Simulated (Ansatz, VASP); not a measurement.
CuO in VASP and in Ansatz

The input INCAR:

```
SYSTEM = CuO
  PREC = Accurate
  ENCUT = 520
  EDIFF = 1E-7
  ISMEAR = -1
  SIGMA = 0.05
  LREAL = .False.
  LASPH = .True.
  NELM = 100
  ALGO = Normal
  ISIF = 2
  LWAVE = .False.
  LCHARG = .False.
  GGA = PE
  NBANDS = 16
```

The input KPOINTS:

```
regular mesh
0
Gamma
  11 11 11
  0 0 0
```

File POSCAR:

```
CuO
1.0
    0.0000000000      2.1580717154      2.1580717154
    2.1580717154      0.0000000000      2.1580717154
    2.1580717154      2.1580717154      0.0000000000
Cu O
1 1
Direct
    0.0294977200      0.0281008700      0.9080259900
    0.4705022800      0.4718991300      0.5919740100
```

Contents of input.yaml:

```yaml
crystal:
  lattice:
    - [0.0, 2.1580717154, 2.1580717154]
    - [2.1580717154, 0.0, 2.1580717154]
    - [2.1580717154, 2.1580717154, 0.0]
  atoms:
    - { symbol: Cu, position: [0.02949772, 0.02810087, 0.90802599] }
    - { symbol: O, position: [0.47050228, 0.47189913, 0.59197401] }
kpoints:
  mp_grid: { grid: [11, 11, 11] }
scf:
  occupations: { method: fermi_dirac, width: 0.05 }
hamiltonian:
  xc: pbe
  pseudopotentials: { kind: all_electron, lapw: { basis_error: 0.0005 } }
output:
  forces: true
  stress: true
  eigenvalues: true
```

Change from the starting cell: volume scaled by 1.06.

Alike in both runs: task single point; functional PBE; k mesh 11 × 11 × 11; occupations fermi-dirac, width 0.05 eV; no spin polarisation.

|  | VASP | Ansatz |
| --- | --- | --- |
| version | VASP 6.6.1 | Ansatz 0.2.0 |
| potentials or method | VASP PAW PBE potentials, release 64 (Cu, O), cutoff 520 eV | all-electron LAPW, scalar-relativistic |

Ansatz gave:

```
gap on the k mesh at the Fermi level (eV)                     : none
pressure (GPa)                                                : 6.4
traceless stress, the component that is largest in VASP (GPa) : -2.43
rms of the force components (eV/Å)                            : 0.311
```

Estimate VASP's values.

gap on the k mesh at the Fermi level (eV): none; pressure (GPa): 7.0; traceless stress, the component that is largest in VASP (GPa): -2.68; rms of the force components (eV/Å): 0.357.

Atom by atom the forces differ by 0.047 eV/Å (rms over components). A gap of «none» marks a metal or a gap that the smearing closes. Ansatz ran all-electron here, and VASP with PAW potentials.
